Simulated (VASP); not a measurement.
# PbS (Galena) (Fm-3m) in VASP: single point with PBEsol

Aim: the single point of PbS (Galena) with PBEsol.

All numbers are computed with VASP 6.6.1; they aren't measurements. Logs are shortened: lines on timing, memory, paths and dates and some standing lists are left out, and cuts for length are marked.

## 1. The cell of the first run

It takes space group Fm-3m (No. 225, cubic). Conventional cell: a = 5.931 Å, b = 5.931 Å, c = 5.931 Å, α = 90.00°, β = 90.00°, γ = 90.00°. Within 3.9 Å of Pb (site symmetry m-3m) lie 6 S at 2.97 Å. Within 3.9 Å of S (site symmetry m-3m) lie 6 Pb at 2.97 Å.

## 2. Single point, PBEsol

INCAR reads:

```
SYSTEM = PbS
PREC     = Accurate       ! precision mode
ENCUT    = 500            ! plane-wave cutoff, eV
EDIFF    = 1E-6           ! SCF threshold, eV
ISMEAR   = 0              ! smearing method
SIGMA    = 0.01           ! smearing width, eV
LREAL    = .False.        ! projectors in reciprocal space
LASPH    = .True.         ! aspherical terms in the spheres
NELM     = 120            ! most SCF steps
ALGO     = Normal         ! electronic algorithm
ISIF     = 2              ! what is computed and relaxed
LWAVE    = .False.        ! write WAVECAR
LCHARG   = .True.         ! write CHGCAR
GGA      = PS             ! functional
LELF     = .True.         ! ELF
LVHAR    = .True.       
NBANDS   = 17             ! bands
GGA_COMPAT= .False.
```

KPOINTS reads:

```
regular mesh
0
Gamma
  4 4 4
  0 0 0
```

POSCAR reads:

```
PbS
1.0
    0.0000000000      2.9657500000      2.9657500000
    2.9657500000      0.0000000000      2.9657500000
    2.9657500000      2.9657500000      0.0000000000
Pb S
1 1
Direct
    0.0000000000      0.0000000000      0.0000000000
    0.5000000000      0.5000000000      0.5000000000
```

Potentials or basis: VASP PAW PBE potentials, release 64 (Pb_d, S).

Run with:

```
> cat potpaw_PBE.64/Pb_d/POTCAR potpaw_PBE.64/S/POTCAR > POTCAR
> mpirun -np 1 vasp_std > vasp.out
```

OUTCAR:

```text
SYSTEM = PbS
   PREC = Accurate
   ENCUT = 500
   EDIFF = 1E-6
   ISMEAR = 0
   LREAL = .False.
   LASPH = .True.
   NELM = 120
   ISIF = 2
   GGA = PS

 ion  position               nearest neighbor table
   1  0.000  0.000  0.000-   2 2.97   2 2.97   2 2.97   2 2.97   2 2.97   2 2.97
   2  0.500  0.500  0.500-   1 2.97   1 2.97   1 2.97   1 2.97   1 2.97   1 2.97

  LATTYP: Found a face centered cubic cell.
 ALAT       =     5.9315000000

  Lattice vectors:

 A1 = (   0.0000000000,   2.9657500000,   2.9657500000)
 A2 = (   2.9657500000,   0.0000000000,   2.9657500000)
 A3 = (   2.9657500000,   2.9657500000,   0.0000000000)

Analysis of symmetry for initial positions (statically):
=====================================================================
 Subroutine PRICEL returns:
 Original cell was already a primitive cell.

 Routine SETGRP: Setting up the symmetry group for a
 face centered cubic supercell.

 Subroutine GETGRP returns: Found 48 space group operations
 (whereof 48 operations were pure point group operations)
 out of a pool of 48 trial point group operations.

The static configuration has the point symmetry O_h .

Analysis of symmetry for dynamics (positions and initial velocities):
=====================================================================
 Subroutine PRICEL returns:
 Original cell was already a primitive cell.

 Routine SETGRP: Setting up the symmetry group for a
 face centered cubic supercell.

 Subroutine GETGRP returns: Found 48 space group operations
 (whereof 48 operations were pure point group operations)
 out of a pool of 48 trial point group operations.

The dynamic configuration has the point symmetry O_h .

 Subroutine INISYM returns: Found 48 space group operations
 (whereof 48 operations are pure point group operations),
 and found     1 'primitive' translations

----------------------------------------------------------------------------------------

                                     Primitive cell

  volume of cell :      52.1715

  direct lattice vectors                    reciprocal lattice vectors
     0.000000000  2.965750000  2.965750000    -0.168591419  0.168591419  0.168591419
     2.965750000  0.000000000  2.965750000     0.168591419 -0.168591419  0.168591419
     2.965750000  2.965750000  0.000000000     0.168591419  0.168591419 -0.168591419

  length of vectors
     4.194203873  4.194203873  4.194203873     0.292008903  0.292008903  0.292008903

  position of ions in fractional coordinates (direct lattice)
[... 62 lines left out ...]
   EDIFF  = 0.1E-05   stopping-criterion for ELM
   LREAL  =      F    real-space projection
   EDIFFG = 0.1E-04   stopping-criterion for IOM
   NSW    =      0    number of steps for IOM
   IBRION =     -1    ionic relax: 0-MD 1-quasi-New 2-CG
   NFREE  =      0    steps in history (QN), initial steepest desc. (CG)
   ISIF   =      2    stress and relaxation
   ISYM   =      2    0-nonsym 1-usesym 2-fastsym
   POTIM  = 0.5000    time-step for ionic-motion
   TEBEG  =    0.0;   TEEND  =   0.0 temperature during run
   PSTRESS=    0.0 pullay stress
   NELECT =      20.0000    total number of electrons
   NUPDOWN=      -1.0000    fix difference up-down
   EMIN   =  10.00;   EMAX   =-10.00  energy-range for DOS
   EFERMI =   0.00;   METHOD = LEGACY
   ISMEAR =     0;   SIGMA  =   0.01  broadening in eV -4-tet -1-fermi 0-gaus
   EFERMI_NEDOS =   21; number of points for ismear=-14 and -15
   IALGO  =     38    algorithm
   IMIX   =      4    mixing-type and parameters
     AMIX     =   0.40;   BMIX     =  1.00
     AMIX_MAG =   1.60;   BMIX_MAG =  1.00
  volume/ion in A,a.u.               =      26.09       176.04
  Fermi-wavevector in a.u.,A,eV,Ry     =   1.189251  2.247359 19.242973  1.414319
  Thomas-Fermi vector in A             =   2.325363
   LORBIT       =      0    0 simple, 1 ext, 2 COOP (PROOUT), +10 PAW based schemes
   GGA     = PS    functional components
   LHFCALC =     F    Hartree Fock is set to
   AEXX    =    0.0000 exact exchange contribution
   IVDW    =     0    specifies the selected vdW correction
   LEPSILON=     F    determine dielectric tensor
   LRPA    =     F    only Hartree local field effects (RPA)
 non-spin polarized calculation
 Gauss-broadening in eV      SIGMA  =   0.01
  energy-cutoff  :      500.00
  volume of cell :       52.17
 maximum number of plane-waves:      1363
 NGX is ok and might be reduce to    32
   NGX = 15   NGY = 15   NGZ = 15

 number of electron      19.9999998 magnetization

 Free energy of the ion-electron system (eV)
  ---------------------------------------------------
  ext. energy  EPLUGINS =         0.00000000
  ---------------------------------------------------
  free energy    TOTEN  =        -9.44165484 eV

  energy without entropy =       -9.44165484  energy(sigma->0) =       -9.44165484

 E-fermi :   5.7614     XC(G=0):  -9.8889

 val. band max:        5.6859279278   @ k =   0.5000   0.0000   0.0000
 cond. band min:       5.9407202339   @ k =   0.5000   0.0000   0.0000
 fundamental gap:      0.2547923061
 Fermi energy:         5.7614128508

 k-point     1 :       0.0000    0.0000    0.0000
  band No.  band energies     occupation
      1     -11.0537      2.00000
      2     -11.0537      2.00000
      3     -11.0537      2.00000
      4     -11.0407      2.00000
      5     -11.0407      2.00000
      6      -7.9172      2.00000
[... 137 lines left out ...]
      4     -11.0368      2.00000
      5     -10.9909      2.00000
      6      -6.1666      2.00000
[... 9 lines left out ...]
     16      17.6395      0.00000
     17      17.9451      0.00000

------------------------ aborting loop because EDIFF is reached ----------------------------------------

  FORCE on cell =-STRESS in cart. coord.  units (eV):
  Direction    XX          YY          ZZ          XY          YZ          ZX
  --------------------------------------------------------------------------------------
  -------------------------------------------------------------------------------------
  Total       -0.2635163     -0.2635163     -0.2635163     -0.0000000      0.0000000     -0.0000000
  in kB       -8.0925323     -8.0925323     -8.0925323     -0.0000000      0.0000000     -0.0000000
  external PRESSURE =      -8.0925323 kB  Pullay stress =       0.0000000 kB

 VOLUME and BASIS-vectors are now :
 -----------------------------------------------------------------------------
  energy-cutoff  :      500.00
  volume of cell :       52.17
      direct lattice vectors                 reciprocal lattice vectors
     0.000000000  2.965750000  2.965750000    -0.168591419  0.168591419  0.168591419
     2.965750000  0.000000000  2.965750000     0.168591419 -0.168591419  0.168591419
     2.965750000  2.965750000  0.000000000     0.168591419  0.168591419 -0.168591419

 POSITION                                       TOTAL-FORCE (eV/Angst)
 -----------------------------------------------------------------------------------
      0.00000      0.00000      0.00000         0.000000      0.000000     -0.000000
      2.96575      2.96575      2.96575         0.000000     -0.000000      0.000000
 -----------------------------------------------------------------------------------
    total drift:                                0.000000     -0.000000     -0.000000

  FREE ENERGIE OF THE ION-ELECTRON SYSTEM (eV)
  ---------------------------------------------------
  free  energy   TOTEN  =        -9.4416548424 eV

  energy  without entropy=       -9.4416548424  energy(sigma->0) =       -9.44165484
```

OSZICAR:

```text
N       E                     dE             d eps       ncg     rms          rms(c)
DAV:   1     0.164200116719E+03    0.16420E+03   -0.95249E+03   272   0.119E+03
DAV:   2     0.311606068838E+01   -0.16108E+03   -0.15350E+03   280   0.315E+02
DAV:   3    -0.953998650121E+01   -0.12656E+02   -0.12560E+02   369   0.947E+01
DAV:   4    -0.983499410967E+01   -0.29501E+00   -0.29472E+00   319   0.155E+01
DAV:   5    -0.984602621992E+01   -0.11032E-01   -0.11032E-01   406   0.301E+00    0.432E+00
DAV:   6    -0.944531094409E+01    0.40072E+00   -0.12030E+00   420   0.750E+00    0.292E+00
DAV:   7    -0.944215004878E+01    0.31609E-02   -0.10663E-01   333   0.165E+00    0.161E+00
DAV:   8    -0.944189530231E+01    0.25475E-03   -0.11485E-02   353   0.107E+00    0.209E-01
DAV:   9    -0.944157919908E+01    0.31610E-03   -0.23103E-03   413   0.367E-01    0.733E-02
DAV:  10    -0.944165551386E+01   -0.76315E-04   -0.18597E-04   300   0.805E-02    0.369E-02
DAV:  11    -0.944165484368E+01    0.67019E-06   -0.16051E-05   365   0.405E-02    0.740E-03
DAV:  12    -0.944165484244E+01    0.12326E-08   -0.10075E-06   275   0.139E-02
   1 F= -.94416548E+01 E0= -.94416548E+01  d E =-.632878E-28
```

stdout:

```text
POSCAR found type information on POSCAR PbS
 POSCAR found :  2 types and       2 ions
 scaLAPACK will be used
 -----------------------------------------------------------------------------
|                                                                             |
|                                                                             |
|     You enforced a specific xc type in the INCAR file but a different       |
|     I HOPE YOU KNOW WHAT YOU ARE DOING!                                     |
|                                                                             |
 -----------------------------------------------------------------------------

 LDA part: xc-table for (Slater+PW92), standard interpolation
 POSCAR, INCAR and KPOINTS ok, starting setup
 FFT: planning ... GRIDC
 FFT: planning ... GRID_SOFT
 FFT: planning ... GRID
 WAVECAR not read
 entering main loop
```

Run time: 15 s. Hardware: 1 thread of Intel Xeon 8259CL, shared host; peak memory 0.17 GiB.

Results:

| Quantity | Value |
| --- | --- |
| Free energy | -9.4417 eV |
| Pressure | -0.8 GPa |
| Band gap on the k mesh | 0.25 eV, direct |

Caveat: the k points lie up to 0.46 Å⁻¹ apart; the PAW data sets were made with another functional, which shifts forces and pressure a little; spin-orbit coupling is left out, which moves the levels of the heavy elements. A k mesh can miss the band edges.
